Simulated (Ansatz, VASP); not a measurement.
# Si in VASP and in Ansatz

INCAR

```
SYSTEM = Si
PREC = Accurate
ENCUT = 520
EDIFF = 1E-6
ISMEAR = 0
SIGMA = 0.01
LREAL = .FALSE.
LASPH = .TRUE.
NELM = 60
ALGO = Normal
ISIF = 2
LWAVE = .FALSE.
LCHARG = .FALSE.
GGA = PE
NBANDS = 16
```

Contents of KPOINTS:

```
Automatic mesh
0
G
  12 12 4
  0 0 0
```

Contents of POSCAR:

```
Si
1.0
    3.8321295316      0.0000000000      0.0000000000
   -1.9160647658      3.3187215249      0.0000000000
    0.0000000000      0.0000000000      6.3412168979
Si
4
Direct
    0.3333333333      0.6666666667      0.0005609416
    0.6666666667      0.3333333333      0.5005609416
    0.3333333333      0.6666666667      0.3744390584
    0.6666666667      0.3333333333      0.8744390584
```

Input for Ansatz:

```yaml
crystal:
  lattice:
    - [3.8321295316, 0.0, 0.0]
    - [-1.9160647658, 3.3187215249, 0.0]
    - [0.0, 0.0, 6.3412168979]
  atoms:
    - { symbol: Si, position: [0.3333333333, 0.6666666667, 0.0005609416] }
    - { symbol: Si, position: [0.6666666667, 0.3333333333, 0.5005609416] }
    - { symbol: Si, position: [0.3333333333, 0.6666666667, 0.3744390584] }
    - { symbol: Si, position: [0.6666666667, 0.3333333333, 0.8744390584] }
kpoints:
  mp_grid: { grid: [12, 12, 4] }
  band_path:
    path:
      - [0.0, 0.0, 0.0]
      - [0.5, 0.0, 0.0]
      - [0.3333333333, 0.3333333333, 0.0]
      - [0.0, 0.0, 0.5]
      - [0.5, 0.0, 0.5]
      - [0.3333333333, 0.3333333333, 0.5]
      - [0.0, 0.5, 0.0]
    npoints: 1
hamiltonian:
  xc: pbe
scf:
  occupations: { method: fixed }
  n_extra_bands: 5
output:
  forces: true
  stress: true
  eigenvalues: true
```

Alike in both runs: task single point; functional PBE; k mesh 12 × 12 × 4; no spin polarisation.

```csv
,VASP,Ansatz
version,VASP 6.6.1,Ansatz 0.2.0
potentials or method,"VASP PAW PBE potentials, release 64 (Si)","plane waves, PAW"
plane-wave cutoff (eV),520,420
occupations,"gaussian, width 0.01 eV",fixed
valence electrons in the cell,16,16
```

```tsv
	VASP	Ansatz	Ansatz less VASP
gap on the k mesh at the Fermi level (eV)	0.43	0.43	-0.002
pressure (GPa)	1.2	1.3	+0.08
traceless stress, the component that is largest in VASP (GPa)	-0.13	-0.12	+0.006
```
